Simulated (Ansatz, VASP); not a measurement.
TiO2 in VASP and in Ansatz

INCAR

```
SYSTEM = TiO2
PREC     = Accurate       ! precision mode
ENCUT    = 520            ! plane-wave cutoff, eV
EDIFF    = 1E-6           ! SCF threshold, eV
ISMEAR   = -1             ! smearing method
SIGMA    = 0.05           ! smearing width, eV
LREAL    = .False.        ! projectors in reciprocal space
LASPH    = .True.         ! aspherical terms in the spheres
NELM     = 80             ! most SCF steps
ALGO     = Normal         ! electronic algorithm
ISIF     = 2              ! what is computed and relaxed
LWAVE    = .False.        ! write WAVECAR
LCHARG   = .False.        ! write CHGCAR
GGA      = CA             ! functional
NBANDS   = 33             ! bands
```

File KPOINTS:

```
Automatic mesh
0
Gamma
  7 7 10
  0 0 0
```

The input POSCAR:

```
TiO2
1.0
    4.6858800000      0.0000000000      0.0000000000
    0.0000000000      4.6858800000      0.0000000000
    0.0000000000      0.0000000000      2.9590000000
Ti O
2 4
Direct
    0.0000000000      0.0000000000      0.0000000000
    0.5000000000      0.5000000000      0.5000000000
    0.3060000000      0.3060000000      0.0000000000
    0.1940000000      0.8060000000      0.5000000000
    0.6940000000      0.6940000000      0.0000000000
    0.8060000000      0.1940000000      0.5000000000
```

Input for Ansatz:

```yaml
crystal:
  lattice:
    - [4.68588, 0.0, 0.0]
    - [0.0, 4.68588, 0.0]
    - [0.0, 0.0, 2.959]
  atoms:
    - { symbol: Ti, position: [0.0, 0.0, 0.0] }
    - { symbol: Ti, position: [0.5, 0.5, 0.5] }
    - { symbol: O, position: [0.306, 0.306, 0.0] }
    - { symbol: O, position: [0.194, 0.806, 0.5] }
    - { symbol: O, position: [0.694, 0.694, 0.0] }
    - { symbol: O, position: [0.806, 0.194, 0.5] }
kpoints:
  mp_grid: { grid: [7, 7, 10] }
  band_path:
    path:
      - [0.0, 0.0, 0.0]
      - [0.0, 0.5, 0.0]
      - [0.5, 0.5, 0.0]
      - [0.0, 0.0, 0.0]
      - [0.0, 0.0, 0.5]
      - [0.0, 0.5, 0.5]
      - [0.5, 0.5, 0.5]
      - [0.0, 0.0, 0.5]
      - [0.0, 0.5, 0.0]
    npoints: 5
scf:
  occupations: { method: fermi_dirac, width: 0.05 }
hamiltonian:
  xc: lda
  pseudopotentials: { kind: all_electron, lapw: { basis_error: 0.0005 } }
output:
  forces: true
  stress: true
  eigenvalues: true
```

Change from the starting cell: equal xx and yy strain of +2 %.

Alike in both runs: task single point; functional LDA; k mesh 7 × 7 × 10; occupations fermi-dirac, width 0.05 eV; no spin polarisation.

```csv
,VASP,Ansatz
version,VASP 6.6.1,Ansatz 0.2.0
potentials or method,"VASP PAW LDA potentials, release 64 (Ti_sv, O), cutoff 520 eV","all-electron LAPW, scalar-relativistic"
```

Ansatz gave:

```
pressure (GPa)                                                : -15.2
traceless stress, the component that is largest in VASP (GPa) : -0.43
rms of the force components (eV/Å)                            : 0.065
```

Problem. Estimate VASP's values.

Solution. Pressure (GPa): -14.3; traceless stress, the component that is largest in VASP (GPa): -0.15; rms of the force components (eV/Å): 0.047.

LDA's correlation is that of Perdew and Zunger in VASP and of Perdew and Wang (1992) in Ansatz. Atom by atom the forces differ by 0.018 eV/Å (rms over components). Ansatz ran all-electron here, and VASP with PAW potentials.
